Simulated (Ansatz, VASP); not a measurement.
# One calculation of AgCl, two programs

Contents of INCAR:

```
ALGO = Normal
EDIFF = 1E-8
ENCUT = 520
GGA = PS
ISIF = 2
ISMEAR = -1
LASPH = True
LCHARG = False
LEFG = True
LREAL = False
LWAVE = False
NBANDS = 16
NELM = 80
PREC = Accurate
SIGMA = 0.01
```

Contents of KPOINTS:

```
k-points
0
Gamma
  9 9 9
```

Contents of POSCAR:

```
AgCl
1.0
    3.4339730000      0.0000000000      0.0000000000
    0.0000000000      3.4339730000      0.0000000000
    0.0000000000      0.0000000000      3.3309538100
Ag Cl
1 1
Direct
    0.0000000000      0.0000000000      0.0000000000
    0.5000000000      0.5000000000      0.5000000000
```

Input for Ansatz:

```yaml
crystal:
  lattice:
    - [3.433973, 0.0, 0.0]
    - [0.0, 3.433973, 0.0]
    - [0.0, 0.0, 3.33095381]
  atoms:
    - { symbol: Ag, position: [0.0, 0.0, 0.0] }
    - { symbol: Cl, position: [0.5, 0.5, 0.5] }
kpoints:
  mp_grid: { grid: [9, 9, 9] }
scf:
  occupations: { method: fermi_dirac, width: 0.01 }
hamiltonian:
  xc: pbesol
  pseudopotentials: { kind: all_electron, datasets: crystal }
output:
  forces: true
  stress: true
  eigenvalues: true
  efg: { contact_densities: true }
```

Change from the starting cell: zz strain of -3 %, crystal datasets.

Alike in both runs: task electric field gradients; functional PBEsol; k mesh 9 × 9 × 9; occupations fermi-dirac, width 0.01 eV; no spin polarisation.

```csv
,VASP,Ansatz
version,VASP 6.6.1,Ansatz 0.2.0
potentials or method,"VASP PAW PBE potentials, release 64 (Ag, Cl), cutoff 520 eV","all-electron PAW with datasets made for the crystal, scalar-relativistic"
```

Ansatz gave:

| Quantity | Value |
| --- | --- |
| gap on the k mesh at the Fermi level (eV) | 0.40 |
| pressure (GPa) | -3.3 |
| traceless stress, the component that is largest in VASP (GPa) | 1.02 |
| size of Vzz on the site where it differs most (V/Å²) | 3.8 |

**Question.** Estimate VASP's values.

**Answer.** gap on the k mesh at the Fermi level (eV): 0.40; pressure (GPa): -3.4; traceless stress, the component that is largest in VASP (GPa): 1.03; size of Vzz on the site where it differs most (V/Å²): 2.9.

VASP's potentials were made for PBE, not for PBEsol. Ansatz ran all-electron here, and VASP with PAW potentials.
